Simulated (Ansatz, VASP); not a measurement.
# TiAlBr: VASP beside Ansatz

```
Al Br Ti
1.0
     3.95945    0.00000    0.00000
     0.00000    3.94851    0.00000
     0.00000    0.00000    8.38922
Al Br Ti
2 2 2
Direct
  0.00000 0.50000 0.07000
  0.50000 0.00000 0.93000
  0.00000 0.00000 0.94000
  0.50000 0.50000 0.06000
  0.00000 0.00000 0.30000
  0.50000 0.50000 0.70000
```

Alike in both runs: task single point; functional PBE; k mesh 5 × 5 × 2; occupations fermi-dirac, width 0.0393 eV; no spin polarisation.

|  | VASP | Ansatz |
| --- | --- | --- |
| version | VASP 6.6.1 | Ansatz 0.2.0 |
| potentials or method | VASP PAW PBE potentials, release 64 (Al, Br, Ti_sv), cutoff 520 eV | PAW plane waves |
| valence electrons in the cell | 44 | 44 |

```csv
,VASP,Ansatz,Ansatz less VASP
gap on the k mesh at the Fermi level (eV),none,none,-
rms of the force components (eV/Å),1.672,1.673,+0.0015
```

Atom by atom the forces differ by 0.005 eV/Å (rms over components). A gap of «none» marks a metal or a gap that the smearing closes.

The k mesh is coarse, so the values compare programs but aren't converged.
